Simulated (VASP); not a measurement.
# V: relaxation of cell and atoms with PBE

The system is V.

```xyz
1
Lattice="-1.4992 1.4992 1.4992 1.4992 -1.4992 1.4992 1.4992 1.4992 -1.4992" Properties=species:S:1:pos:R:3 pbc="T T T"
V     0.0000    0.0000    0.0000
```

- Program: VASP 6.6.1
- Task: relaxation of cell and atoms
- Functional: PBE
- Potentials or basis: VASP PAW PBE potentials, release 64 (V_sv)
- Cutoff: 600 eV
- k mesh: 20 × 20 × 20
- Occupations: fermi-dirac, width 0.1 eV
- Spin: no spin polarisation
- Dipole correction: no
- Further INCAR settings: ALGO = Normal; EDIFF = 1e-07; IBRION = 2; EDIFFG = -0.005; NSW = 60; ISIF = 3

| Item | Value |
| --- | --- |
| Relaxed volume | 13.49 Å³/atom |
| Relaxed cell | a = 2.598 Å, b = 2.598 Å, c = 2.598 Å, α = 109.47°, β = 109.47°, γ = 109.47° |
| Space group after relaxing (to 0.05 Å) | Im-3m (No. 229) |
| Energy gained by relaxing | 0.0 meV/atom |
| Ionic steps | 3 |
| Pressure after relaxing | 0.0 GPa |

Final structure:
```
V
1.0
    -1.49980    1.49980    1.49980
     1.49980   -1.49980    1.49980
     1.49980    1.49980   -1.49980
V
1
Cartesian
  0.0000 0.0000 0.0000
```

Levels at points of the mesh, in eV from the Fermi level:
```tsv
k point	band 4	band 5	band 6	band 7	band 8	band 9	band 10
(0.00, 0.00, 0.00)	-37.04	-6.60	0.39	0.39	0.39	2.40	2.40
(0.50, 0.00, 0.00)	-37.05	-3.18	-1.14	1.61	2.40	2.76	4.09
(0.50, 0.50, 0.50)	-37.65	-3.00	-3.00	3.70	3.70	3.70	10.17
```

It took 29 s on 1 thread of Intel(R) Xeon(R) 6975P-C (Granite Rapids), on a shared host, peak memory 0.17 GiB.
